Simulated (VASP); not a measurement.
Crystal: Zn2Si3N.

```xyz
6
Lattice="3.4000 0.0000 0.0000 -1.7000 2.9444 0.0000 0.0000 0.0000 8.3308" Properties=species:S:1:pos:R:3 pbc="T T T"
Zn    0.0000    1.9630    5.5301
Zn    1.7000    0.9815    2.8008
Si    0.0000    1.9630    1.4432
Si    1.7000    0.9815    6.8876
Si    0.0000    0.0000    4.1654
N     0.0000    0.0000    0.0000
```

- Program: VASP 6.6.1
- Task: relaxation of cell and atoms
- Functional: PBE
- Potentials or basis: VASP PAW PBE potentials, release 64 (Zn, Si, N)
- Cutoff: 600 eV
- k mesh: 6 × 6 × 2
- Occupations: gaussian, width 0.1 eV
- Spin: no spin polarisation

At the start: pressure 5.9 GPa; volume 13.90 Å³/atom.

Task: Where does the relaxation end?

Result: Over 21 steps the energy falls by 471.9 meV/atom and the volume is 13.19 Å³/atom (-5.1 %); space group P-3m1 (No. 164, to 0.05 Å).

The path:
| step | energy change (eV) | largest force (eV/Å) | pressure (GPa) | volume (Å³) |
| --- | --- | --- | --- | --- |
| 1 | 0.0000 | 3.2787 | 5.92 | 83.40 |
| 2 | -0.8237 | 1.7661 | -2.53 | 89.76 |
| 3 | -0.9689 | 0.8734 | -6.13 | 94.75 |
| 4 | -1.4206 | 0.9160 | -1.20 | 88.80 |
| 5 | -1.5068 | 1.3791 | 5.34 | 83.90 |
| 6 | -1.5272 | 1.1999 | 2.60 | 85.70 |
| 7 | -1.8799 | 1.2578 | 2.51 | 85.09 |
| 8 | -1.9247 | 2.3441 | 3.77 | 84.18 |
| 9 | -1.9541 | 1.8522 | 3.17 | 84.60 |
| 10 | -2.3775 | 1.1929 | -4.62 | 88.65 |
| 11 | -2.4176 | 0.5733 | -7.23 | 90.47 |
| 12 | -2.6530 | 0.9059 | -5.86 | 84.58 |
| 13 | -2.6553 | 0.7148 | -6.11 | 85.14 |
| 14 | -2.7855 | 0.4370 | 2.56 | 78.01 |
| 15 | -2.7957 | 0.4604 | 0.46 | 79.42 |
| 16 | -2.8147 | 0.2783 | 0.17 | 79.35 |
| 17 | -2.8223 | 0.1901 | 0.00 | 79.28 |
| 18 | -2.8280 | 0.0666 | -0.06 | 79.26 |
| 19 | -2.8299 | 0.1036 | -0.12 | 79.25 |
| 20 | -2.8308 | 0.0314 | 0.36 | 79.08 |
| 21 | -2.8311 | 0.0125 | 0.22 | 79.13 |

Final structure:
```cif
data_structure
_symmetry_space_group_name_H-M 'P 1'
_symmetry_Int_Tables_number 1
_cell_length_a 2.9543
_cell_length_b 2.9543
_cell_length_c 10.4694
_cell_angle_alpha 90.000
_cell_angle_beta 90.000
_cell_angle_gamma 120.000
_cell_volume 79.13
loop_
_atom_site_label
_atom_site_type_symbol
_atom_site_fract_x
_atom_site_fract_y
_atom_site_fract_z
_atom_site_occupancy
Zn1 Zn 0.33333 0.66667 0.68956 1
Zn2 Zn 0.66667 0.33333 0.31044 1
Si1 Si 0.33333 0.66667 0.12345 1
Si2 Si 0.66667 0.33333 0.87655 1
Si3 Si 0.00000 0.00000 0.50000 1
N1 N 0.00000 0.00000 0.00000 1
```

Caveat: the k points lie up to 0.41 Å⁻¹ apart in the final cell.
